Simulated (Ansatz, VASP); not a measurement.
## Ag in VASP and in Ansatz

Contents of INCAR:

```
SYSTEM = Ag
PREC = Accurate
ENCUT = 520
EDIFF = 1E-6
ISMEAR = 0
SIGMA = 0.15
LREAL = .False.
LASPH = .True.
NELM = 60
ALGO = Normal
ISIF = 2
LWAVE = .False.
LCHARG = .False.
GGA = PE
NBANDS = 12
```

Contents of KPOINTS:

```
Automatic mesh
0
Gamma
  20 20 20
  0 0 0
```

File POSCAR:

```
Ag
1.0
    0.0000000000      2.1248240000      2.0431000000
    2.1248240000      0.0000000000      2.0431000000
    2.1248240000      2.1248240000      0.0000000000
Ag
1
Direct
    0.0000000000      0.0000000000      0.0000000000
```

Input for Ansatz:

```yaml
crystal:
  lattice:
    - [0.0, 2.124824, 2.0431]
    - [2.124824, 0.0, 2.0431]
    - [2.124824, 2.124824, 0.0]
  atoms:
    - { symbol: Ag, position: [0.0, 0.0, 0.0] }
basis:
  ecutwfc: 420
kpoints:
  mp_grid: { grid: [20, 20, 20] }
hamiltonian:
  xc: pbe
scf:
  occupations: { method: gaussian, width: 0.15 }
output:
  forces: true
  stress: true
  eigenvalues: true
  write_density: true
  write_potential: true
  elf: true
  volumetric_format: npy
```

Change from the starting cell: strain +0.040 along x and y, +0.000 along z, atoms carried along.

Alike in both runs: task single point; functional PBE; k mesh 20 × 20 × 20; occupations gaussian, width 0.15 eV; no spin polarisation.

|  | VASP | Ansatz |
| --- | --- | --- |
| version | VASP 6.6.1 | Ansatz 0.2.0 |
| potentials or method | VASP PAW PBE potentials, release 64 (Ag), cutoff 520 eV | scalar-relativistic, plane waves, PAW |
| valence electrons in the cell | 11 | 19 |

```tsv
	VASP	Ansatz	Ansatz less VASP
gap on the k mesh at the Fermi level (eV)	none	none	-
pressure (GPa)	-2.9	-2.8	+0.09
traceless stress, the component that is largest in VASP (GPa)	0.73	0.73	+0.003
```

A gap of «none» marks a metal or a gap that the smearing closes. With one functional, cell and mesh, what is left measures potentials, basis and numerics. VASP's potentials hold 11 valence electrons a cell and Ansatz's 19, so a difference there can come from the potentials and not from the codes.
